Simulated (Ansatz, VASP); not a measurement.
# One calculation of Pd, two programs

```xyz
8
Lattice="5.0635 0.0000 0.0000 0.0000 5.0635 0.0000 0.0000 0.0000 5.0635" Properties=species:S:1:pos:R:3 pbc="T T T"
Pd    0.0000    0.0000    0.0000
Pd    2.5318    2.5318    2.5318
Pd    1.2659    5.0635    2.5318
Pd    3.7976    5.0635    2.5318
Pd    2.5318    1.2659    5.0635
Pd    2.5318    3.7976    5.0635
Pd    5.0635    2.5318    1.2659
Pd    5.0635    2.5318    3.7976
```

Alike in both runs: task single point; functional RPBE; k mesh 7 × 7 × 7; occupations fermi-dirac, width 0.05 eV; collinear spin.

```csv
,VASP,Ansatz
version,VASP 6.6.1,Ansatz 0.2.0
potentials or method,"VASP PAW PBE potentials, release 64 (Pd), cutoff 520 eV","plane waves (420 eV) with PAW, scalar-relativistic"
valence electrons in the cell,80,144
```

```csv
,VASP,Ansatz,Ansatz less VASP
net moment per atom (μB),0.00,0.00,0.000
```

VASP's potentials were made for PBE, not for RPBE. The functional is the same, so the differences come from potentials, cutoffs and numerics. VASP's potentials hold 80 valence electrons a cell and Ansatz's 144, so a difference there can come from the potentials and not from the codes. Ansatz's warnings: seeded moment not kept.
